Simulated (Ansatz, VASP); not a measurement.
## One calculation of PtWS4, two programs

INCAR

```
SYSTEM = PtWS4
ALGO = Normal ; EDIFF = 1E-6
ENCUT = 520 ; GGA = PE
ISIF = 2 ; ISMEAR = 0
LASPH = .True. ; LCHARG = .False.
LREAL = .False. ; LWAVE = .False.
NBANDS = 33 ; NELM = 60
PREC = Accurate ; SIGMA = 0.1
```

KPOINTS

```
k-points
0
Gamma
  4 4 4
  0 0 0
```

POSCAR

```
PtWS4
1.0
    4.1993243600      0.0000000000      0.0000000000
    0.0000000000      4.1993243600      0.0000000000
    0.0000000000      0.0000000000      5.9387414600
Pt W S
1 1 4
Direct
    0.5000000000      0.5000000000      0.5000000000
    0.0000000000      0.0000000000      0.0000000000
    0.5000000000      0.0000000000      0.2500000000
    0.0000000000      0.5000000000      0.7500000000
    0.5000000000      0.0000000000      0.7500000000
    0.0000000000      0.5000000000      0.2500000000
```

Input for Ansatz:

```yaml
crystal:
  lattice:
    - [4.19932436, 0.0, 0.0]
    - [0.0, 4.19932436, 0.0]
    - [0.0, 0.0, 5.93874146]
  atoms:
    - { symbol: Pt, position: [0.5, 0.5, 0.5] }
    - { symbol: W, position: [0.0, 0.0, 0.0] }
    - { symbol: S, position: [0.5, 0.0, 0.25] }
    - { symbol: S, position: [0.0, 0.5, 0.75] }
    - { symbol: S, position: [0.5, 0.0, 0.75] }
    - { symbol: S, position: [0.0, 0.5, 0.25] }
basis:
  ecutwfc: 420
kpoints:
  mp_grid: { grid: [4, 4, 4] }
hamiltonian:
  xc: pbe
scf:
  occupations: { method: gaussian, width: 0.1 }
  lower_state_search: "off"
output:
  forces: true
  stress: true
  eigenvalues: true
```

Alike in both runs: task single point; functional PBE; k mesh 4 × 4 × 4; occupations gaussian, width 0.1 eV; no spin polarisation.

|  | VASP | Ansatz |
| --- | --- | --- |
| version | VASP 6.6.1 | Ansatz 0.2.0 |
| potentials or method | VASP PAW PBE potentials, release 64 (Pt, W_sv, S), cutoff 520 eV | scalar-relativistic, plane waves, PAW |
| valence electrons in the cell | 48 | 56 |

VASP gave:

* gap on the k mesh at the Fermi level (eV): none
* pressure (GPa): -3.7
* traceless stress, the component that is largest in VASP (GPa): 0.90
* rms of the force components (eV/Å): 0.428

Question: What did Ansatz give for the same quantities?

Answer: gap on the k mesh at the Fermi level (eV): none; pressure (GPa): -3.7; traceless stress, the component that is largest in VASP (GPa): 0.88; rms of the force components (eV/Å): 0.434.

Atom by atom the forces differ by 0.007 eV/Å (rms over components). A gap of «none» marks a metal or a gap that the smearing closes. VASP's potentials hold 48 valence electrons a cell and Ansatz's 56, so a difference there can come from the potentials and not from the codes.

The k mesh is coarse, so the values compare programs but aren't converged. Spin-orbit coupling is off throughout.
